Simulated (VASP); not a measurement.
ZnS, 8 atoms in the cell. It takes space group P6_3mc (No. 186, hexagonal). Conventional cell: a = 3.809 Å, b = 3.809 Å, c = 12.279 Å, α = 90.00°, β = 90.00°, γ = 120.00°. Within 3.0 Å of Zn (site symmetry 3m) lie 4 S at 2.30 to 2.33 Å. Within 3.0 Å of Zn (site symmetry 3m) lie 4 S at 2.30 to 2.33 Å. Within 3.0 Å of S (site symmetry 3m) lie 4 Zn at 2.30 to 2.33 Å. S (site symmetry 3m) has 4 Zn at 2.30 to 2.33 Å within 3.0 Å.  This cell differs from its parent crystal: strain +0.000 along x and y, -0.015 along z.

- Program: VASP 6.6.1
- Task: single point
- Functional: r2SCAN
- Potentials or basis: VASP PAW PBE potentials, release 64 (Zn, S)
- Cutoff: 520 eV
- k mesh: 6 × 6 × 2
- Occupations: gaussian, width 0.05 eV
- Spin: no spin polarisation
- Dipole correction: no
- Further INCAR settings: ALGO = Normal; EDIFF = 1e-06; NBANDS = 46

Potentials or basis: VASP PAW PBE potentials, release 64 (Zn, S).

Command:

```sh
$ cat potpaw_PBE.64/Zn/POTCAR potpaw_PBE.64/S/POTCAR > POTCAR
$ cp INCAR.step1 INCAR
$ mpirun -np 1 vasp_std > vasp.out
$ cp INCAR.step2 INCAR
$ mpirun -np 1 vasp_std > vasp.out
```

Hardware: 1 thread of AMD EPYC 7R43 64-Core Processor (Zen 3), on a shared host.

Q: How long does it take, and how much memory?

A: It took 10 min on 1 thread of AMD EPYC 7R43 64-Core Processor (Zen 3), with other jobs on the host, peak memory 0.27 GiB. Counts: k points 14.
